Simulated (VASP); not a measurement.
Wanted: the native input for a VASP 6.6.1 run.

```
Task                   : single point
Functional             : PBE
Dispersion             : D3(BJ)
Potentials or basis    : VASP PAW PBE potentials, release 64 (Ge_d, Cu)
Cutoff                 : 520 eV
k mesh                 : 9 × 9 × 1
Occupations            : gaussian, width 0.1 eV
Spin                   : no spin polarisation
Dipole correction      : yes
Further INCAR settings : ALGO = Normal; EDIFF = 1e-06; NBANDS = 42
```

The structure of CuGe4 lies in POSCAR:

```
CuGe4
1.0
    4.0303587907      0.0000000000      0.0000000000
   -2.0151793953      3.4903930991      0.0000000000
    0.0000000000      0.0000000000     21.5984135941
Ge Cu
4 1
Direct
    0.3333333333      0.6666666667      0.1851987871
    0.0000000000      0.0000000000      0.2232892486
    0.0000000000      0.0000000000      0.3443139717
    0.6666666667      0.3333333333      0.3795840634
    0.8888888889      0.4444444444      0.5092232143
```

The input as run:

INCAR

```
SYSTEM = CuGe4
PREC = Accurate
ENCUT = 520
EDIFF = 1E-6
ISMEAR = 0
SIGMA = 0.1
LREAL = .False.
LASPH = .True.
NELM = 100
ALGO = Normal
ISIF = 2
LWAVE = .False.
LCHARG = .True.
LDIPOL = .True.
IDIPOL = 3
DIPOL = 0.5 0.5 0.328
GGA = PE
IVDW = 12
LELF = .True.
LVHAR = .True.
LVACPOTAV = .True.
NBANDS = 42
```

KPOINTS

```
Automatic mesh
0
Gamma
  9 9 1
  0 0 0
```

Potentials or basis: VASP PAW PBE potentials, release 64 (Ge_d, Cu).

The run is started by

```bash
$ cat potpaw_PBE.64/Ge_d/POTCAR potpaw_PBE.64/Cu/POTCAR > POTCAR
$ mpirun -np 1 vasp_std > vasp.out
```

Results of the run:

The largest force is 0.912 eV/Å and the band gap on the k mesh is zero (an odd number of electrons rules out a gap without spin polarisation). The dispersion energy per atom is -0.229 eV.

Caveat: an odd number of electrons without spin polarisation forces a metal; a magnetic or distorted state may lie lower.

It took 7.6 min on 1 thread of AMD EPYC 7R13 Processor (Zen 3) (shared host), peak memory 0.52 GiB.
